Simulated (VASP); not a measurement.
Crystal: Ag2ClF.

```
CELL_PARAMETERS angstrom
1.87895 1.08481 6.13663
-1.87895 1.08481 6.13663
0.00000 -2.16963 6.13663
ATOMIC_POSITIONS crystal
Ag 0.25000 0.25000 0.25000
Ag 0.75000 0.75000 0.75000
Cl 0.50000 0.50000 0.50000
F 0.00000 0.00000 0.00000
```

* Program: VASP 6.6.1
* Task: relaxation of cell and atoms
* Functional: PBE
* Dispersion: D3(BJ)
* Potentials or basis: VASP PAW PBE potentials, release 64 (Ag, Cl, F)
* Cutoff: 600 eV
* k mesh: 6 × 6 × 6
* Occupations: gaussian, width 0.1 eV
* Spin: no spin polarisation

At the start: pressure -1.6 GPa; volume 18.76 Å³/atom.

Problem. Where does the relaxation end?

Solution. Over 17 steps the energy falls by 50.8 meV/atom and the volume is 17.21 Å³/atom (-8.3 %); space group R-3m (No. 166, to 0.1 Å) before and after.

The path:
| step | energy change (eV) | largest force (eV/Å) | pressure (GPa) | volume (Å³) |
| --- | --- | --- | --- | --- |
| 1 | 0.0000 | 0.7546 | -1.57 | 75.05 |
| 2 | -0.0660 | 0.6636 | -0.65 | 73.07 |
| 3 | -0.1261 | 0.2744 | 3.67 | 67.32 |
| 4 | -0.1333 | 0.4028 | 2.25 | 68.82 |
| 5 | -0.1746 | 0.0954 | 0.35 | 70.53 |
| 6 | -0.1771 | 0.0059 | -0.19 | 71.11 |
| 7 | -0.1792 | 0.0028 | -0.07 | 70.93 |
| 8 | -0.1842 | 0.0285 | 0.27 | 70.40 |
| 9 | -0.1892 | 0.0741 | 1.00 | 69.27 |
| 10 | -0.1902 | 0.0753 | 0.95 | 69.30 |
| 11 | -0.1930 | 0.0787 | 0.74 | 69.42 |
| 12 | -0.1972 | 0.0855 | 0.38 | 69.63 |
| 13 | -0.2005 | 0.0975 | -0.34 | 69.98 |
| 14 | -0.2005 | 0.0963 | -0.28 | 69.95 |
| 15 | -0.2012 | 0.0878 | -0.24 | 69.85 |
| 16 | -0.2029 | 0.0644 | -0.14 | 69.53 |
| 17 | -0.2034 | 0.0227 | 0.07 | 68.86 |

Final structure:
```xyz
4
Lattice="1.9646 1.1343 5.1498 -1.9646 1.1343 5.1498 0.0000 -2.2686 5.1498" Properties=species:S:1:pos:R:3 pbc="T T T"
Ag    0.0000    0.0000    4.0918
Ag    0.0000    0.0000   11.3576
Cl    0.0000    0.0000    7.7247
F     0.0000    0.0000   15.4494
```

Caveat: the relaxation stopped at a loose force limit of 0.05 eV/Å, so its end isn't a converged minimum.
